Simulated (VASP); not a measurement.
# Ti6C (Pm-3m) in VASP: further runs, part 2 of 2

VASP 6.6.1. The steps go on from the part before.

### 4 Relaxation of cell and atoms, PBE

INCAR reads:

```
SYSTEM = Ti6C
PREC = Accurate ; ENCUT = 600
EDIFF = 1E-6 ; ISMEAR = 0
SIGMA = 0.1 ; LREAL = .False.
LASPH = .True. ; NELM = 100
ALGO = Normal ; ISIF = 3
LWAVE = .False. ; LCHARG = .False.
GGA = PE ; IBRION = 2
NSW = 100 ; EDIFFG = -0.01
```

KPOINTS reads:

```
Automatic mesh
0
Gamma
  6 6 6
  0 0 0
```

POSCAR reads:

```
Ti6C
1.0
    6.2261678745      0.0000000000      0.0000000000
    0.0000000000      6.2261678745      0.0000000000
    0.0000000000      0.0000000000      6.2261678745
Ti C
6 1
Direct
    0.6543651589      0.0000000000      0.0000000000
    0.3456348411      0.0000000000      0.0000000000
    0.0000000000      0.6543651589      0.0000000000
    0.0000000000      0.3456348411      0.0000000000
    0.0000000000      0.0000000000      0.6543651589
    0.0000000000      0.0000000000      0.3456348411
    0.0000000000      0.0000000000      0.0000000000
```

Potentials or basis: VASP PAW PBE potentials, release 64 (Ti_sv, C).

Command:

```
cat potpaw_PBE.64/Ti_sv/POTCAR potpaw_PBE.64/C/POTCAR > POTCAR
mpirun -np 1 vasp_std > vasp.out
```

OUTCAR:

```text
SYSTEM = Ti6C
   PREC = Accurate
   ENCUT = 600
   EDIFF = 1E-6
   ISMEAR = 0
   LREAL = .False.
   LASPH = .True.
   NELM = 100
   ISIF = 3
   GGA = PE
   IBRION = 2
   NSW = 100
   EDIFFG = -0.01

 ion  position               nearest neighbor table
   1  0.654  0.000  0.000-   2 1.92   7 2.15
   2  0.346  0.000  0.000-   1 1.92   7 2.15
   3  0.000  0.654  0.000-   4 1.92   7 2.15
   4  0.000  0.346  0.000-   3 1.92   7 2.15
   5  0.000  0.000  0.654-   6 1.92   7 2.15
   6  0.000  0.000  0.346-   5 1.92   7 2.15
   7  0.000  0.000  0.000-   1 2.15   2 2.15   3 2.15   4 2.15   5 2.15   6 2.15

  LATTYP: Found a simple cubic cell.
 ALAT       =     6.2261678745

  Lattice vectors:

 A1 = (   6.2261678745,   0.0000000000,   0.0000000000)
[... 300 lines left out ...]
  ---------------------------------------------------
  free  energy   TOTEN  =       -41.5797860834 eV

  energy  without entropy=      -41.4788596976  energy(sigma->0) =      -41.52932289

[... ionic steps 4 to 8 ...]

--------------------------------------- Ionic step        9  -------------------------------------------

 number of electron      75.9999982 magnetization

------------------------ aborting loop because EDIFF is reached ----------------------------------------
[... 77 lines left out ...]
--------------------------------------- Ionic step       11  -------------------------------------------

 number of electron      75.9999981 magnetization

 Free energy of the ion-electron system (eV)
  ---------------------------------------------------
  ext. energy  EPLUGINS =         0.00000000
  ---------------------------------------------------
  free energy    TOTEN  =       -41.58172689 eV

  energy without entropy =      -41.47722465  energy(sigma->0) =      -41.52947577

 E-fermi :   1.6883     XC(G=0):  -7.2841

 val. band max:        1.6858761428   @ k =   0.5000   0.5000   0.1667
 cond. band min:       1.7042478023   @ k =   0.0000   0.0000   0.0000
 fundamental gap:      0.0183716594
 Fermi energy:         1.6882651487

 k-point     1 :       0.0000    0.0000    0.0000
  band No.  band energies     occupation
      1     -55.0829      2.00000
      2     -55.0466      2.00000
      3     -55.0466      2.00000
      4     -54.1115      2.00000
      5     -54.1115      2.00000
      6     -54.1115      2.00000
[... 983 lines left out ...]
  FREE ENERGIE OF THE ION-ELECTRON SYSTEM (eV)
  ---------------------------------------------------
  free  energy   TOTEN  =       -41.5817268915 eV

  energy  without entropy=      -41.4772246514  energy(sigma->0) =      -41.52947577

 reached required accuracy - stopping structural energy minimisation
```

CONTCAR:

```text
Ti6C
   1.00000000000000
     6.2318336551112266    0.0000000000000000    0.0000000000000000
     0.0000000000000000    6.2318336551112266    0.0000000000000000
    -0.0000000000000000    0.0000000000000000    6.2318336551112266
  Ti              C
     6     1
Direct
     0.6573845045662018    1.0000000000000000    0.0000000000000000
     0.3426154954337981    0.0000000000000000    0.0000000000000000
     0.0000000000000000    0.6573845045662018    0.0000000000000000
     0.0000000000000000    0.3426154954337981    0.0000000000000000
     0.0000000000000000    0.0000000000000000    0.6573845045662018
     0.0000000000000000    0.0000000000000000    0.3426154954337981
     0.0000000000000000    0.0000000000000000    0.0000000000000000

  0.00000000E+00  0.00000000E+00  0.00000000E+00
  0.00000000E+00  0.00000000E+00  0.00000000E+00
  0.00000000E+00  0.00000000E+00  0.00000000E+00
  0.00000000E+00  0.00000000E+00  0.00000000E+00
  0.00000000E+00  0.00000000E+00  0.00000000E+00
  0.00000000E+00  0.00000000E+00  0.00000000E+00
  0.00000000E+00  0.00000000E+00  0.00000000E+00
```

Wall time 15 min (1 thread of Intel Xeon 6975P-C (Granite Rapids), shared host); peak memory 0.47 GiB.

Results:

- Free energy: -41.5817 eV
- Relaxed volume: 34.57 Å³/atom
- Relaxed cell: a = 6.232 Å, b = 6.232 Å, c = 6.232 Å, α = 90.00°, β = 90.00°, γ = 90.00°
- Space group after relaxing (to 0.05 Å): Pm-3m (No. 221)
- Energy gained by relaxing: 6.0 meV/atom
- Ionic steps: 11
- Pressure after relaxing: 0.0 GPa
- Largest force after relaxing: 0.005 eV/Å
- Band gap on the k mesh: zero (band 38 reaches 1.86 eV, above the bottom of band 39 at 1.62 eV)

Forces in eV/Å, atoms in the order of the input:
```
Ti  -0.005  0.000  0.000
Ti   0.005  0.000  0.000
Ti   0.000 -0.005  0.000
Ti   0.000  0.005  0.000
Ti   0.000  0.000 -0.005
Ti   0.000  0.000  0.005
C    0.000  0.000  0.000
```

Step by step:
```tsv
step	energy change (eV)	largest force (eV/Å)	pressure (GPa)	volume (Å³)
1	0.0000	0.7729	0.83	241.36
2	0.0197	0.5776	-1.37	247.66
3	-0.0401	0.0369	-0.26	243.96
4	-0.0401	0.0490	-0.25	243.90
5	-0.0420	0.0183	-0.03	242.27
6	-0.0421	0.0101	0.02	241.87
7	-0.0421	0.0118	0.04	241.91
8	-0.0421	0.0154	0.01	242.09
9	-0.0421	0.0134	0.01	242.00
10	-0.0421	0.0123	0.00	241.96
11	-0.0421	0.0048	0.00	242.02
```

Final structure:
```xyz
7
Lattice="6.2318 0.0000 0.0000 0.0000 6.2318 0.0000 0.0000 0.0000 6.2318" Properties=species:S:1:pos:R:3 pbc="T T T"
Ti    4.0967    6.2318    0.0000
Ti    2.1351    0.0000    0.0000
Ti    0.0000    4.0967    0.0000
Ti    0.0000    2.1351    0.0000
Ti    0.0000    0.0000    4.0967
Ti    0.0000    0.0000    2.1351
C     0.0000    0.0000    0.0000
```
